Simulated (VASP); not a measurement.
# CdS (Fm-3m) in VASP: notebook

The runs below take CdS through single point, with HSE06, PBEsol-based screened hybrid with 25 % exact exchange, r2SCAN.

Everything below comes from runs of VASP 6.6.1. Logs are shortened: lines on timing, memory, paths and dates and some standing lists are left out, and cuts for length are marked.

### 1 The cell of the first run

Symmetry: Fm-3m, No. 225, cubic system. The conventional cell has a = 5.432 Å, b = 5.432 Å, c = 5.432 Å, α = 90.00°, β = 90.00°, γ = 90.00°. Within 3.6 Å of Cd (site symmetry m-3m) lie 6 S at 2.72 Å. S (site symmetry m-3m) has 6 Cd at 2.72 Å within 3.6 Å.

### 2 Single point, HSE06

POSCAR reads:

```
CdS
1.0
    0.0000000000      2.7160334386      2.7160334386
    2.7160334386      0.0000000000      2.7160334386
    2.7160334386      2.7160334386      0.0000000000
Cd S
1 1
Direct
    0.0000000000      0.0000000000      0.0000000000
    0.5000000000      0.5000000000      0.5000000000
```

INCAR.step1 reads:

```
SYSTEM = CdS
  PREC = Accurate
  ENCUT = 520
  EDIFF = 1E-5
  ISMEAR = -1
  SIGMA = 0.05
  LREAL = .False.
  LASPH = .True.
  NELM = 100
  ALGO = Normal
  ISIF = 2
  LWAVE = .True.
  LCHARG = .False.
  GGA = PE
  NBANDS = 16
```

INCAR.step2 reads:

```
SYSTEM = CdS
  PREC = Accurate
  ENCUT = 520
  EDIFF = 1E-6
  ISMEAR = -1
  SIGMA = 0.05
  LREAL = .False.
  LASPH = .True.
  NELM = 100
  ALGO = Normal
  ISIF = 2
  LWAVE = .False.
  LCHARG = .False.
  GGA = PE
  LHFCALC = .True.
  HFSCREEN = 0.2079
  PRECFOCK = Normal
  ISTART = 1
  NBANDS = 16
```

KPOINTS reads:

```
regular mesh
0
Gamma
  6 6 6
  0 0 0
```

Potentials or basis: VASP PAW PBE potentials, release 64 (Cd, S).

The run is started by

```console
$ cat potpaw_PBE.64/Cd/POTCAR potpaw_PBE.64/S/POTCAR > POTCAR
$ cp INCAR.step1 INCAR
$ mpirun -np 1 vasp_std > vasp.out
$ cp INCAR.step2 INCAR
$ mpirun -np 1 vasp_std > vasp.out
```

OUTCAR:

```text
SYSTEM = CdS
   PREC = Accurate
   ENCUT = 520
   EDIFF = 1E-6
   ISMEAR = -1
   LREAL = .False.
   LASPH = .True.
   NELM = 100
   ISIF = 2
   GGA = PE
   LHFCALC = .True.
   HFSCREEN = 0.2079
   PRECFOCK = Normal
   ISTART = 1

 ion  position               nearest neighbor table
   1  0.000  0.000  0.000-   2 2.72   2 2.72   2 2.72   2 2.72   2 2.72   2 2.72
   2  0.500  0.500  0.500-   1 2.72   1 2.72   1 2.72   1 2.72   1 2.72   1 2.72

  LATTYP: Found a face centered cubic cell.
 ALAT       =     5.4320668772

  Lattice vectors:

 A1 = (   0.0000000000,   2.7160334386,   2.7160334386)
 A2 = (   2.7160334386,   0.0000000000,   2.7160334386)
 A3 = (   2.7160334386,   2.7160334386,   0.0000000000)

Analysis of symmetry for initial positions (statically):
=====================================================================
 Subroutine PRICEL returns:
 Original cell was already a primitive cell.

 Routine SETGRP: Setting up the symmetry group for a
 face centered cubic supercell.

 Subroutine GETGRP returns: Found 48 space group operations
 (whereof 48 operations were pure point group operations)
 out of a pool of 48 trial point group operations.

The static configuration has the point symmetry O_h .

Analysis of symmetry for dynamics (positions and initial velocities):
=====================================================================
 Subroutine PRICEL returns:
 Original cell was already a primitive cell.

 Routine SETGRP: Setting up the symmetry group for a
 face centered cubic supercell.

 Subroutine GETGRP returns: Found 48 space group operations
 (whereof 48 operations were pure point group operations)
 out of a pool of 48 trial point group operations.

The dynamic configuration has the point symmetry O_h .

 Subroutine INISYM returns: Found 48 space group operations
 (whereof 48 operations are pure point group operations),
 and found     1 'primitive' translations

----------------------------------------------------------------------------------------

                                     Primitive cell

  volume of cell :      40.0715

  direct lattice vectors                    reciprocal lattice vectors
     0.000000000  2.716033439  2.716033439    -0.184091990  0.184091990  0.184091990
     2.716033439  0.000000000  2.716033439     0.184091990 -0.184091990  0.184091990
     2.716033439  2.716033439  0.000000000     0.184091990  0.184091990 -0.184091990

  length of vectors
     3.841051325  3.841051325  3.841051325     0.318856680  0.318856680  0.318856680

  position of ions in fractional coordinates (direct lattice)
     0.000000000  0.000000000  0.000000000
     0.500000000  0.500000000  0.500000000

  ion indices of the primitive-cell ions
   primitive index   ion index
                 1           1
                 2           2

----------------------------------------------------------------------------------------

 KPOINTS: regular mesh

Automatic generation of k-mesh.
 Grid dimensions read from file:
 generate k-points for:    6    6    6

 Generating k-lattice:

  Cartesian coordinates                     Fractional coordinates (reciprocal lattice)
    -0.030681998  0.030681998  0.030681998     0.166666667  0.000000000  0.000000000
     0.030681998 -0.030681998  0.030681998     0.000000000  0.166666667  0.000000000
     0.030681998  0.030681998 -0.030681998     0.000000000  0.000000000  0.166666667

  Length of vectors
     0.053142780  0.053142780  0.053142780

  Shift w.r.t. Gamma in fractional coordinates (k-lattice)
     0.000000000  0.000000000  0.000000000

 Subroutine IBZKPT returns following result:
 ===========================================

 Found     16 irreducible k-points:

 Following reciprocal coordinates:
            Coordinates               Weight
  0.000000  0.000000  0.000000      1.000000
  0.166667  0.000000  0.000000      8.000000
  0.333333  0.000000  0.000000      8.000000
  0.500000  0.000000  0.000000      4.000000
  0.166667  0.166667  0.000000      6.000000
  0.333333  0.166667  0.000000     24.000000
[... 8 lines left out ...]
 -0.333333  0.333333  0.166667     24.000000
 -0.333333  0.500000  0.166667     12.000000
   k-points           NKPTS =     16   k-points in BZ     NKDIM =    216   number of bands    NBANDS=     16
   number of dos      NEDOS =    301   number of ions     NIONS =      2
   total plane-waves  NPLWV =  27000
   dimension x,y,z NGX =    30 NGY =   30 NGZ =   30
   dimension x,y,z NGXF=    60 NGYF=   60 NGZF=   60
   ions per type =               1   1
   NGX,Y,Z   is equivalent  to a cutoff of  12.98, 12.98, 12.98 a.u.
   NGXF,Y,Z  is equivalent  to a cutoff of  25.97, 25.97, 25.97 a.u.
 SYSTEM =  CdS
   PREC   = accura    normal or accurate (medium, high low for compatibility)
   ISTART =      1    job   : 0-new  1-cont  2-samecut
   ICHARG =      0    charge: 1-file 2-atom 10-const
   ISPIN  =      1    spin polarized calculation?
   LNONCOLLINEAR =      F non collinear calculations
   LSORBIT =      F    spin-orbit coupling
   LASPH  =      T    aspherical Exc in radial PAW
   ENCUT  =  520.0 eV  38.22 Ry    6.18 a.u.   7.14  7.14  7.14*2*pi/ulx,y,z
   NELM   =    100;   NELMIN=  2; NELMDL=  0     # of ELM steps
   EDIFF  = 0.1E-05   stopping-criterion for ELM
   LREAL  =      F    real-space projection
   EDIFFG = 0.1E-04   stopping-criterion for IOM
   NSW    =      0    number of steps for IOM
   IBRION =     -1    ionic relax: 0-MD 1-quasi-New 2-CG
   NFREE  =      0    steps in history (QN), initial steepest desc. (CG)
   ISIF   =      2    stress and relaxation
   ISYM   =      3    0-nonsym 1-usesym 2-fastsym
   POTIM  = 0.5000    time-step for ionic-motion
   TEBEG  =    0.0;   TEEND  =   0.0 temperature during run
   PSTRESS=    0.0 pullay stress
   NELECT =      18.0000    total number of electrons
   NUPDOWN=      -1.0000    fix difference up-down
   EMIN   =  10.00;   EMAX   =-10.00  energy-range for DOS
   EFERMI =   0.00;   METHOD = LEGACY
   ISMEAR =    -1;   SIGMA  =   0.05  broadening in eV -4-tet -1-fermi 0-gaus
   EFERMI_NEDOS =   21; number of points for ismear=-14 and -15
   IALGO  =     38    algorithm
   IMIX   =      1    mixing-type and parameters
     AMIX     =   0.40;   BMIX     =  1.00
     AMIX_MAG =   1.60;   BMIX_MAG =  1.00
  volume/ion in A,a.u.               =      20.04       135.21
  Fermi-wavevector in a.u.,A,eV,Ry     =   1.253778  2.369296 21.387795  1.571959
  Thomas-Fermi vector in A             =   2.387614
   LORBIT       =      0    0 simple, 1 ext, 2 COOP (PROOUT), +10 PAW based schemes
   GGA     = PE    functional components
   LHFCALC =     T    Hartree Fock is set to
   PRECFOCK=normal    Normal, Fast or Accurate (Low or Medium for compatibility)
   ENCUT4O =  -1.0   cutoff for four orbital integrals eV
   NKREDX  =     1    reduce k-point grid by
   NKREDY  =     1    reduce k-point grid by
   NKREDZ  =     1    reduce k-point grid by
   AEXX    =    0.2500 exact exchange contribution
   HFSCREEN=    0.2079 screening length (either q_TF or 0.3 A-1)
   HFSCREENC=   0.2079 screening length for correlation (either q_TF or 0.3 A-1)
   ENCUTFOCK=  -1.0 apply spherical cutoff to Coloumb kernel
   IVDW    =     0    specifies the selected vdW correction
   LEPSILON=     F    determine dielectric tensor
   LRPA    =     F    only Hartree local field effects (RPA)
 non-spin polarized calculation
  energy-cutoff  :      520.00
  volume of cell :       40.07
 maximum number of plane-waves:      1106
 NGX is ok and might be reduce to    30
  NGX = 24; NGY = 24; NGZ = 24

 number of electron      18.0000001 magnetization

 Free energy of the ion-electron system (eV)
  ---------------------------------------------------
  ext. energy  EPLUGINS =         0.00000000
  ---------------------------------------------------
  free energy    TOTEN  =        -7.34719962 eV

  energy without entropy =       -7.34719923  energy(sigma->0) =       -7.34719943

 E-fermi :   3.1396     XC(G=0):  -8.6719

 val. band max:        2.4859000214   @ k =   0.5000   0.0000   0.0000
 cond. band min:       3.7144011435   @ k =   0.5000   0.5000   0.0000
 fundamental gap:      1.2285011220
 Fermi energy:         3.1396213430

 k-point     1 :       0.0000    0.0000    0.0000
  band No.  band energies     occupation
      1     -11.7179      2.00000
      2      -6.3818      2.00000
      3      -6.3818      2.00000
      4      -6.3546      2.00000
      5      -6.3546      2.00000
      6      -6.3546      2.00000
[... 8 lines left out ...]
     15      15.6257      0.00000
     16      15.6257      0.00000

 k-point     2 :       0.1667    0.0000    0.0000
  band No.  band energies     occupation
      1     -11.4524      2.00000
      2      -6.4632      2.00000
      3      -6.4632      2.00000
      4      -6.3822      2.00000
      5      -6.3052      2.00000
      6      -6.3052      2.00000
[... 8 lines left out ...]
     15      14.1248      0.00000
     16      14.9288      0.00000

 k-point     3 :       0.3333    0.0000    0.0000
  band No.  band energies     occupation
      1     -10.8181      2.00000
      2      -6.6245      2.00000
      3      -6.6245      2.00000
      4      -6.4884      2.00000
      5      -6.1981      2.00000
      6      -6.1981      2.00000
[... 8 lines left out ...]
     15      15.5215      0.00000
     16      15.5215      0.00000

 k-point     4 :       0.5000    0.0000    0.0000
  band No.  band energies     occupation
      1     -10.4180      2.00000
      2      -6.7019      2.00000
      3      -6.7019      2.00000
      4      -6.5989      2.00000
      5      -6.1433      2.00000
      6      -6.1433      2.00000
[... 8 lines left out ...]
     15      16.9980      0.00000
     16      16.9980      0.00000

 k-point     5 :       0.1667    0.1667    0.0000
  band No.  band energies     occupation
      1     -11.3892      2.00000
      2      -6.5279      2.00000
      3      -6.3952      2.00000
      4      -6.3539      2.00000
      5      -6.3010      2.00000
      6      -6.3010      2.00000
[... 8 lines left out ...]
     15      16.5152      0.00000
     16      17.4705      0.00000

 k-point     6 :       0.3333    0.1667    0.0000
  band No.  band energies     occupation
      1     -10.9480      2.00000
      2      -6.5572      2.00000
      3      -6.4515      2.00000
      4      -6.4323      2.00000
      5      -6.2237      2.00000
      6      -6.1868      2.00000
[... 8 lines left out ...]
     15      16.7215      0.00000
     16      17.1785      0.00000
[... 115 lines left out ...]
 k-point    13 :       0.5000    0.5000    0.0000
  band No.  band energies     occupation
      1     -10.7329      2.00000
      2      -6.5172      2.00000
      3      -6.2694      2.00000
      4      -6.0717      2.00000
      5      -6.0717      2.00000
      6      -5.2567      2.00000
[... 8 lines left out ...]
     15      18.5792      0.00000
     16      18.7572      0.00000

 k-point    14 :       0.5000    0.3333    0.1667
  band No.  band energies     occupation
      1     -10.6638      2.00000
      2      -6.5163      2.00000
      3      -6.4226      2.00000
      4      -6.3926      2.00000
      5      -6.1581      2.00000
      6      -6.0102      2.00000
[... 8 lines left out ...]
     15      18.0956      0.00000
     16      19.3767      0.00000

 k-point    15 :      -0.3333    0.3333    0.1667
  band No.  band energies     occupation
      1     -10.5205      2.00000
      2      -6.5745      2.00000
      3      -6.3857      2.00000
      4      -6.3535      2.00000
      5      -6.1098      2.00000
      6      -5.7947      2.00000
[... 8 lines left out ...]
     15      16.9083      0.00000
     16      18.8630      0.00000

 k-point    16 :      -0.3333    0.5000    0.1667
  band No.  band energies     occupation
      1     -10.5997      2.00000
      2      -6.4526      2.00000
      3      -6.4423      2.00000
      4      -6.2281      2.00000
      5      -6.0716      2.00000
      6      -5.4318      2.00000
[... 8 lines left out ...]
     15      17.9420      0.00000
     16      18.7452      0.00000

------------------------ aborting loop because EDIFF is reached ----------------------------------------

  FORCE on cell =-STRESS in cart. coord.  units (eV):
  Direction    XX          YY          ZZ          XY          YZ          ZX
  --------------------------------------------------------------------------------------
  -------------------------------------------------------------------------------------
  Total        0.3489468      0.3489468      0.3489468     -0.0000000     -0.0000000      0.0000000
  in kB       13.9519348     13.9519348     13.9519348     -0.0000000     -0.0000000      0.0000000
  external PRESSURE =      13.9519348 kB  Pullay stress =       0.0000000 kB

 VOLUME and BASIS-vectors are now :
 -----------------------------------------------------------------------------
  energy-cutoff  :      520.00
  volume of cell :       40.07
      direct lattice vectors                 reciprocal lattice vectors
     0.000000000  2.716033439  2.716033439    -0.184091990  0.184091990  0.184091990
     2.716033439  0.000000000  2.716033439     0.184091990 -0.184091990  0.184091990
     2.716033439  2.716033439  0.000000000     0.184091990  0.184091990 -0.184091990

 POSITION                                       TOTAL-FORCE (eV/Angst)
 -----------------------------------------------------------------------------------
      0.00000      0.00000      0.00000         0.000000     -0.000000     -0.000000
      2.71603      2.71603      2.71603        -0.000000      0.000000      0.000000
 -----------------------------------------------------------------------------------
    total drift:                               -0.000000     -0.000000     -0.000000

  FREE ENERGIE OF THE ION-ELECTRON SYSTEM (eV)
  ---------------------------------------------------
  free  energy   TOTEN  =        -7.3471996187 eV

  energy  without entropy=       -7.3471992329  energy(sigma->0) =       -7.34719943
```

Run time: 74 min. Hardware: 1 thread of Intel Xeon 8259CL, shared host; peak memory 0.29 GiB.

Results:

* Free energy: -7.3472 eV
* Pressure: 1.4 GPa
* Band gap on the k mesh: 1.23 eV (least direct gap 2.83 eV)

Caveat: the PAW data sets were made with another functional, which shifts forces and pressure a little. A k mesh can miss the band edges.

### 3 Single point, PBEsol-based screened hybrid with 25 % exact exchange

This run uses another cell than the first one, of 19.68 Å³/atom.

POSCAR reads:

```
CdS
1.0
    0.0000000000      2.6997345463      2.6997345463
    2.6997345463      0.0000000000      2.6997345463
    2.6997345463      2.6997345463      0.0000000000
Cd S
1 1
Direct
    0.0000000000      0.0000000000      0.0000000000
    0.5000000000      0.5000000000      0.5000000000
```

INCAR.step1 reads:

```
SYSTEM = CdS
PREC = Accurate
ENCUT = 470
EDIFF = 1E-5
ISMEAR = -1
SIGMA = 0.05
LREAL = .FALSE.
LASPH = .TRUE.
NELM = 120
ALGO = Normal
ISIF = 2
LWAVE = .TRUE.
LCHARG = .FALSE.
NBANDS = 20
GGA = PE
GGA_COMPAT = .FALSE.
```

INCAR.step2 reads:

```
SYSTEM = CdS
PREC = Accurate
ENCUT = 470
EDIFF = 1E-6
ISMEAR = -1
SIGMA = 0.05
LREAL = .FALSE.
LASPH = .TRUE.
NELM = 120
ALGO = Normal
ISIF = 2
LWAVE = .FALSE.
LCHARG = .FALSE.
GGA = PS
LHFCALC = .TRUE.
AEXX = 0.25
HFSCREEN = 0.207
PRECFOCK = Normal
NBANDS = 20
ISTART = 1
GGA_COMPAT = .FALSE.
```

KPOINTS reads:

```
Automatic mesh
0
G
  4 4 4
  0 0 0
```

Potentials or basis: VASP PAW PBE potentials, release 64 (Cd_sv_GW, S).

The run is started by

```console
$ cat potpaw_PBE.64/Cd_sv_GW/POTCAR potpaw_PBE.64/S/POTCAR > POTCAR
$ cp INCAR.step1 INCAR
$ mpirun -np 1 vasp_std > vasp.out
$ cp INCAR.step2 INCAR
$ mpirun -np 1 vasp_std > vasp.out
```

Wall time 10 min (1 thread of Intel Xeon Platinum 8488C (Sapphire Rapids), shared host); peak memory 0.28 GiB.

Results (log left out):

| Quantity | Value |
| --- | --- |
| Free energy | -7.8991 eV |
| Pressure | -1.9 GPa |
| Band gap on the k mesh | 1.09 eV (least direct gap 2.89 eV) |

Levels at points of the mesh, in eV from the valence-band top:
```
           k point  band 11  band 12  band 13  band 14  band 15  band 16
(0.00, 0.00, 0.00)    -0.87    -0.87    -0.87     2.03    10.33    10.33
(0.50, 0.00, 0.00)    -5.53     0.00     0.00     4.27     6.87     6.87
(0.50, 0.50, 0.00)    -4.92    -2.48    -2.48     1.09     6.79    11.43
```

Caveat: the k points lie up to 0.50 Å⁻¹ apart; the PAW data sets were made with another functional, which shifts forces and pressure a little. A k mesh can miss the band edges.

(Part 1 of 2 ends here.)
